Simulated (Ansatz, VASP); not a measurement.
## One calculation of SnSe, two programs

The input POSCAR:

```
SnSe
1.0
   -4.2853274191      0.0000000000      0.0000000000
    0.0000000000     -4.2853274191      0.0000000000
    0.0000000000      0.0000000000     11.4906921300
Sn Se
2 2
Direct
    0.5000000000      0.0000000000      0.3560321261
    0.0000000000      0.5000000000      0.6004543941
    0.5000000000      0.0000000000      0.5892334681
    0.0000000000      0.5000000000      0.3672530521
```

The input INCAR.step1:

```
SYSTEM = SnSe
PREC     = Accurate       ! precision mode
ENCUT    = 520            ! plane-wave cutoff, eV
ISMEAR   = 0              ! smearing method
SIGMA    = 0.05           ! smearing width, eV
LREAL    = .False.        ! projectors in reciprocal space
LASPH    = .True.         ! aspherical terms in the spheres
NELM     = 80             ! most SCF steps
NBANDS   = 28             ! bands
GGA      = PE             ! functional
ALGO     = Normal         ! electronic algorithm
EDIFF    = 1E-4           ! SCF threshold, eV
LWAVE    = .True.         ! write WAVECAR
LCHARG   = .False.        ! write CHGCAR
```

The input INCAR.step2:

```
SYSTEM = SnSe
PREC     = Accurate       ! precision mode
ENCUT    = 520            ! plane-wave cutoff, eV
EDIFF    = 1E-6           ! SCF threshold, eV
ISMEAR   = 0              ! smearing method
SIGMA    = 0.05           ! smearing width, eV
LREAL    = .False.        ! projectors in reciprocal space
LASPH    = .True.         ! aspherical terms in the spheres
NELM     = 80             ! most SCF steps
ALGO     = Normal         ! electronic algorithm
ISIF     = 2              ! what is computed and relaxed
LWAVE    = .False.        ! write WAVECAR
LCHARG   = .True.         ! write CHGCAR
METAGGA  = R2SCAN         ! meta-GGA
LMIXTAU  = .True.       
LELF     = .True.         ! ELF
LVHAR    = .True.       
NBANDS   = 28             ! bands
ISTART   = 1
```

Contents of KPOINTS:

```
regular mesh
0
Gamma
  6 6 3
  0 0 0
```

Input for Ansatz:

```yaml
crystal:
  lattice:
    - [-4.2853274191, 0.0, 0.0]
    - [0.0, -4.2853274191, 0.0]
    - [0.0, 0.0, 11.49069213]
  atoms:
    - { symbol: Sn, position: [0.5, 0.0, 0.3560321261] }
    - { symbol: Sn, position: [0.0, 0.5, 0.6004543941] }
    - { symbol: Se, position: [0.5, 0.0, 0.5892334681] }
    - { symbol: Se, position: [0.0, 0.5, 0.3672530521] }
basis:
  ecutwfc: 500
kpoints:
  mp_grid: { grid: [6, 6, 3] }
hamiltonian:
  xc: r2scan
scf:
  occupations: { method: gaussian, width: 0.05 }
output:
  forces: true
  stress: true
  eigenvalues: true
```

Alike in both runs: task single point; functional r2SCAN; k mesh 6 × 6 × 3; occupations gaussian, width 0.05 eV; no spin polarisation.

|  | VASP | Ansatz |
| --- | --- | --- |
| version | VASP 6.6.1 | Ansatz 0.2.0 |
| potentials or method | VASP PAW PBE potentials, release 64 (Sn_d, Se), cutoff 520 eV | scalar-relativistic, plane waves, PAW |
| valence electrons in the cell | 40 | 60 |

Ansatz gave:

```
gap on the k mesh at the Fermi level (eV) : 1.78
least direct gap on the mesh (eV)         : 1.78
rms of the force components (eV/Å)        : 0.006
```

Q: What did VASP give for the same quantities?

A: gap on the k mesh at the Fermi level (eV): 1.77; least direct gap on the mesh (eV): 1.77; rms of the force components (eV/Å): 0.007.

VASP's potentials were made for PBE, not for r2SCAN. Atom by atom the forces differ by 0.008 eV/Å (rms over components). VASP's potentials hold 40 valence electrons a cell and Ansatz's 60, so a difference there can come from the potentials and not from the codes.
